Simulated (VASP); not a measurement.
Input of a VASP 6.6.1 run:

INCAR

```
SYSTEM = C64O
PREC = Accurate
ENCUT = 520
EDIFF = 1E-6
ISMEAR = -1
SIGMA = 0.05
LREAL = Auto
LASPH = .True.
NELM = 100
ALGO = Normal
ISIF = 2
LWAVE = .False.
LCHARG = .False.
GGA = PS
NBANDS = 169
ISYM = 0
```

File KPOINTS:

```
Automatic mesh
0
Gamma
  1 1 1
  0.25 0.25 0.25
```

File POSCAR:

```
C64O
1.0
    7.1076060000      0.0000000000      0.0000000000
    0.0000000000      7.1076060000      0.0000000000
    0.0000000000      0.0000000000      7.1076060000
C O
64 1
Direct
    0.0028880000      0.0027060000      0.0003390000
    0.0038690000      0.0021770000      0.4988410000
    0.9979830000      0.5037690000      0.9944460000
    0.9935210000      0.5077520000      0.4962780000
    0.5021110000      0.9998610000      0.0019870000
    0.5137330000      0.9873780000      0.5040620000
    0.5007550000      0.4998880000      0.9993550000
    0.4985100000      0.4957450000      0.5000880000
    0.1261200000      0.1304670000      0.1277540000
    0.1300850000      0.1184790000      0.6328430000
    0.1222240000      0.6388030000      0.1126710000
    0.1273980000      0.6241070000      0.6225480000
    0.6269270000      0.1263060000      0.1255270000
    0.6318290000      0.1224590000      0.6283330000
    0.6241950000      0.6263690000      0.1242220000
    0.6259010000      0.6234730000      0.6234670000
    0.2509530000      0.2515990000      0.0011280000
    0.2836930000      0.2174920000      0.5336860000
    0.2509710000      0.7552960000      0.9949620000
    0.2512990000      0.7498210000      0.4995550000
    0.7496470000      0.2513910000      0.9975300000
    0.7515680000      0.2499610000      0.5003370000
    0.7509000000      0.7511560000      0.9990600000
    0.7518610000      0.7493930000      0.4983940000
    0.3729260000      0.3784330000      0.1241050000
    0.3873200000      0.3680930000      0.6400280000
    0.3764650000      0.8764890000      0.1256960000
    0.3796250000      0.8706730000      0.6272090000
    0.8676040000      0.3783920000      0.1169530000
    0.8771590000      0.3756010000      0.6227690000
    0.8758730000      0.8790150000      0.1240300000
    0.8784250000      0.8756220000      0.6236830000
    0.2538120000      0.0004160000      0.2546190000
    0.2538730000      0.9960590000      0.7542850000
    0.2402870000      0.5213480000      0.2310120000
    0.2523240000      0.4971640000      0.7501160000
    0.7518230000      0.0010370000      0.2498170000
    0.7549940000      0.9991620000      0.7510210000
    0.7469060000      0.5019110000      0.2477140000
    0.7512120000      0.4995370000      0.7481470000
    0.3954530000      0.1047940000      0.3860210000
    0.3785100000      0.1243560000      0.8793870000
    0.3716340000      0.6257700000      0.3725480000
    0.3763910000      0.6251900000      0.8745220000
    0.8761750000      0.1290970000      0.3739590000
    0.8780980000      0.1266950000      0.8751020000
    0.8720080000      0.6301630000      0.3724730000
    0.8752150000      0.6270760000      0.8713630000
    0.9861300000      0.2582260000      0.2388140000
    0.0036040000      0.2506410000      0.7491280000
    0.9991130000      0.7555590000      0.2466670000
    0.0026580000      0.7506160000      0.7478550000
    0.5022820000      0.2477760000      0.2533480000
    0.5092730000      0.2478770000      0.7585690000
    0.5005930000      0.7497200000      0.2497820000
    0.5023090000      0.7472000000      0.7503740000
    0.0925500000      0.4087560000      0.3426240000
    0.1259180000      0.3762910000      0.8747830000
    0.1267660000      0.8764160000      0.3750380000
    0.1278400000      0.8768230000      0.8744950000
    0.6251880000      0.3745910000      0.3753810000
    0.6286380000      0.3748320000      0.8766420000
    0.6313170000      0.8708860000      0.3753220000
    0.6271890000      0.8750900000      0.8754160000
    0.2352240000      0.3125860000      0.3905530000
```

Potentials or basis: VASP PAW PBE potentials, release 64 (C, O).

Run with:

```bash
$ cat potpaw_PBE.64/C/POTCAR potpaw_PBE.64/O/POTCAR > POTCAR
$ mpirun -np 1 vasp_std > vasp.out
```

Task: Estimate the pressure.

Result: 13.6 GPa.

Task: What does it give for the band gap on the k mesh?

Result: 4.72 eV.

Forces in eV/Å, atoms in the order of the input:
```
C    0.054  0.076  0.075
C    0.072  0.079  0.087
C    0.071  0.108  0.077
C    0.060  0.076  0.051
C    0.083  0.093  0.094
C    0.088  0.113  0.024
C    0.022  0.104  0.098
C    0.027  0.090  0.018
C    0.001 -0.087 -0.040
C   -0.054 -0.082 -0.062
C   -0.002 -0.109 -0.108
C   -0.074 -0.080 -0.096
C   -0.081 -0.092 -0.053
C   -0.060 -0.100 -0.095
C   -0.061 -0.092 -0.107
C   -0.054 -0.062 -0.089
C    0.052  0.080  0.049
C    0.066 -0.110  0.130
C    0.040  0.106  0.102
C    0.091  0.048  0.095
C    0.046  0.033  0.055
C    0.051  0.073  0.068
C    0.068  0.075  0.096
C    0.092  0.069  0.050
C    0.002 -0.048 -0.078
C   -0.060 -0.053 -0.062
C   -0.098 -0.077 -0.124
C   -0.086 -0.056 -0.070
C   -0.045  0.010 -0.072
C   -0.064 -0.046 -0.048
C   -0.060 -0.096 -0.097
C   -0.087 -0.072 -0.099
C    0.072  0.048  0.093
C    0.016  0.053  0.115
C   -0.031  0.112  0.015
C    0.042  0.099  0.066
C    0.068  0.074  0.095
C    0.063  0.086  0.100
C    0.078  0.083  0.096
C    0.049  0.087  0.074
C   -0.022 -0.096  0.014
C   -0.072 -0.105 -0.087
C   -0.076 -0.045 -0.072
C   -0.066 -0.079 -0.078
C   -0.052 -0.104 -0.051
C   -0.040 -0.096 -0.066
C   -0.098 -0.058 -0.042
C   -0.077 -0.092 -0.081
C    0.051  0.045  0.064
C    0.037  0.055  0.074
C    0.058  0.050  0.102
C    0.073  0.084  0.102
C    0.071  0.041  0.013
C    0.057 -0.014  0.052
C    0.094  0.080  0.117
C    0.071  0.091  0.095
C   -0.121  0.101 -0.069
C   -0.051 -0.080 -0.062
C   -0.086 -0.049 -0.105
C   -0.022 -0.074 -0.108
C   -0.044 -0.065 -0.071
C   -0.036 -0.025 -0.070
C   -0.081 -0.108 -0.057
C   -0.074 -0.073 -0.088
O    0.048  0.007 -0.053
```

Caveat: the k points lie up to 0.88 Å⁻¹ apart; the PAW data sets were made with another functional, which shifts forces and pressure a little.
